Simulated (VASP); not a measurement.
Input of a VASP 6.6.1 run:

POSCAR

```
TaN
1.0
    3.0188832446      0.0000000000      0.0000000000
   -1.5094416223      2.6144295808      0.0000000000
    0.0000000000      0.0000000000      6.0332888617
Ta N
2 2
Direct
    0.3333333333      0.6666666667      0.0332166034
    0.6666666667      0.3333333333      0.5332166034
    0.3333333333      0.6666666667      0.3517833966
    0.6666666667      0.3333333333      0.8517833966
```

The input INCAR.step1:

```
ALGO     = Normal         # electronic algorithm
EDIFF    = 1E-4           # SCF threshold, eV
ENCUT    = 520            # plane-wave cutoff, eV
GGA      = PE             # functional
ISMEAR   = 0              # smearing method
LASPH    = T              # aspherical terms in the spheres
LCHARG   = F              # write CHGCAR
LREAL    = F              # projectors in reciprocal space
LWAVE    = T              # write WAVECAR
NBANDS   = 24             # bands
NELM     = 80             # most SCF steps
PREC     = Accurate       # precision mode
SIGMA    = 0.1            # smearing width, eV
```

File INCAR.step2:

```
ALGO     = Normal         # electronic algorithm
EDIFF    = 1E-7           # SCF threshold, eV
ENCUT    = 520            # plane-wave cutoff, eV
ISIF     = 2              # what is computed and relaxed
ISMEAR   = 0              # smearing method
ISTART   = 1            
LASPH    = T              # aspherical terms in the spheres
LCHARG   = F              # write CHGCAR
LMIXTAU  = T            
LREAL    = F              # projectors in reciprocal space
LWAVE    = F              # write WAVECAR
METAGGA  = R2SCAN         # meta-GGA
NBANDS   = 24             # bands
NELM     = 80             # most SCF steps
PREC     = Accurate       # precision mode
SIGMA    = 0.1            # smearing width, eV
```

Contents of KPOINTS:

```
k-points
0
Gamma
  18 18 8
```

Potentials or basis: VASP PAW PBE potentials, release 64 (Ta_pv, N).

Run with:

```bash
$ cat potpaw_PBE.64/Ta_pv/POTCAR potpaw_PBE.64/N/POTCAR > POTCAR
$ cp INCAR.step1 INCAR
$ mpirun -np 1 vasp_std > vasp.out
$ cp INCAR.step2 INCAR
$ mpirun -np 1 vasp_std > vasp.out
```

Task: Predict the pressure.

Result: 26.7 GPa.

Task: Predict the largest force.

Result: 0.046 eV/Å.

Task: Estimate the band gap on the k mesh.

Result: Zero (bands 16 and 17 overlap by 0.13 eV).

Forces in eV/Å, atoms in the order of the input:
```
Ta   0.000  0.000 -0.046
Ta   0.000  0.000 -0.046
N    0.000  0.000  0.046
N    0.000  0.000  0.046
```

Caveat: the cell stands under pressure; the PAW data sets were made with another functional, which shifts forces and pressure a little; spin-orbit coupling is left out, which moves the levels of the heavy elements.
